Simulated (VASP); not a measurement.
A run of VASP 6.6.1 is set up as follows.

File INCAR:

```
PREC = Accurate
ENCUT = 600
EDIFF = 1E-7
ISMEAR = 0
SIGMA = 0.01
LREAL = False
LASPH = True
NELM = 100
ALGO = Normal
ISIF = 3
LWAVE = False
LCHARG = False
GGA = PS
IBRION = 2
NSW = 100
EDIFFG = -0.002
PSTRESS = 150.0
```

KPOINTS

```
Automatic mesh
0
Gamma
  8 8 6
```

File POSCAR:

```
AlN
1.0
    3.1138396332      0.0000000000      0.0000000000
   -1.5569198166      2.6966642256      0.0000000000
    0.0000000000      0.0000000000      4.9828539278
Al N
2 2
Direct
    0.3333333333      0.6666666667     -0.0010087549
    0.6666666667      0.3333333333      0.4989912451
    0.3333333333      0.6666666667      0.3810087549
    0.6666666667      0.3333333333      0.8810087549
```

Potentials or basis: VASP PAW PBE potentials, release 64 (Al, N).

Launch:

```bash
$ cat potpaw_PBE.64/Al/POTCAR potpaw_PBE.64/N/POTCAR > POTCAR
$ mpirun -np 1 vasp_std > vasp.out
```

**Question.** What does it give for the relaxed cell?

**Answer.** a = 3.052 Å, b = 3.052 Å, c = 4.856 Å, α = 90.00°, β = 90.00°, γ = 120.00°.

**Question.** What does it give for the band gap on the k mesh?

**Answer.** 4.66 eV.

Final structure:
```cif
data_structure
_symmetry_space_group_name_H-M 'P 1'
_symmetry_Int_Tables_number 1
_cell_length_a 3.0516
_cell_length_b 3.0516
_cell_length_c 4.8559
_cell_angle_alpha 90.000
_cell_angle_beta 90.000
_cell_angle_gamma 120.000
_cell_volume 39.16
loop_
_atom_site_label
_atom_site_type_symbol
_atom_site_fract_x
_atom_site_fract_y
_atom_site_fract_z
_atom_site_occupancy
Al1 Al 0.33333 0.66667 0.99816 1
Al2 Al 0.66667 0.33333 0.49816 1
N1 N 0.33333 0.66667 0.38184 1
N2 N 0.66667 0.33333 0.88184 1
```

Caveat: the cell is relaxed towards a set pressure, so the run minimises the enthalpy, not the energy. A k mesh can miss the band edges.
